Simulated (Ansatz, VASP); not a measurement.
# Two plane-wave programs on TiS2

```xyz
3
Lattice="3.4106 0.0000 0.0000 -1.7053 2.9537 0.0000 0.0000 0.0000 5.7387" Properties=species:S:1:pos:R:3 pbc="T T T"
Ti    0.0000    0.0000    0.0000
S     0.0000    1.9691    1.4055
S     1.7053    0.9846    4.3332
```

Alike in both runs: task single point; functional PBE; k mesh 12 × 12 × 4; occupations fermi-dirac, width 0.02 eV; no spin polarisation.

|  | VASP | Ansatz |
| --- | --- | --- |
| version | VASP 6.6.1 | Ansatz 0.2.0 |
| potentials or method | VASP PAW PBE potentials, release 64 (Ti_sv, S) | plane waves, PAW |
| plane-wave cutoff (eV) | 500 | 420 |
| valence electrons in the cell | 24 | 24 |

```csv
,VASP,Ansatz,Ansatz less VASP
pressure (GPa),1.5,1.6,+0.03
"traceless stress, the component that is largest in VASP (GPa)",1.09,1.01,-0.079
rms of the force components (eV/Å),0.052,0.050,-0.0027
```

Atom by atom the forces differ by 0.003 eV/Å (rms over components).
